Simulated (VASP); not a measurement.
Wanted: the native input for a VASP 6.6.1 run.

```yaml
Task: single point
Functional: revPBE
Potentials_or_basis: VASP PAW PBE potentials, release 64 (In_d)
Cutoff: 520 eV
k_mesh: 12 × 12 × 7
Occupations: fermi-dirac, width 0.1 eV
Spin: no spin polarisation
Dipole_correction: no
Further_INCAR_settings: ALGO = Normal; EDIFF = 1e-06; NBANDS = 20
```

The structure of In lies in POSCAR:

```
In
1.0
    3.3948833701      0.0000000000      0.0000000000
   -1.6974416850      2.9400552414      0.0000000000
    0.0000000000      0.0000000000      5.5103200981
In
2
Direct
    0.3333333333      0.6666666667      0.2500000000
    0.6666666667      0.3333333333      0.7500000000
```

This isn't the form of In at room conditions, which is tetragonal.

One way to write it, as run:

INCAR

```
PREC = Accurate ; ENCUT = 520
EDIFF = 1E-6 ; ISMEAR = -1
SIGMA = 0.1 ; LREAL = False
LASPH = True ; NELM = 100
ALGO = Normal ; ISIF = 2
LWAVE = False ; LCHARG = False
GGA = RE ; NBANDS = 20
```

KPOINTS

```
Automatic mesh
0
Gamma
  12 12 7
```

Potentials or basis: VASP PAW PBE potentials, release 64 (In_d).

Launch:

```console
$ cat potpaw_PBE.64/In_d/POTCAR > POTCAR
$ mpirun -np 1 vasp_std > vasp.out
```

Results of the run:

- Pressure: 1.3 GPa
- Band gap on the k mesh: zero (bands 13 and 14 overlap by 4.77 eV)

Caveat: the PAW data sets were made with another functional, which shifts forces and pressure a little; spin-orbit coupling is left out, which moves the levels of the heavy elements.

Run time: 88 s on 1 thread of Intel Xeon 8259CL, with other jobs on the host, peak memory 0.21 GiB.
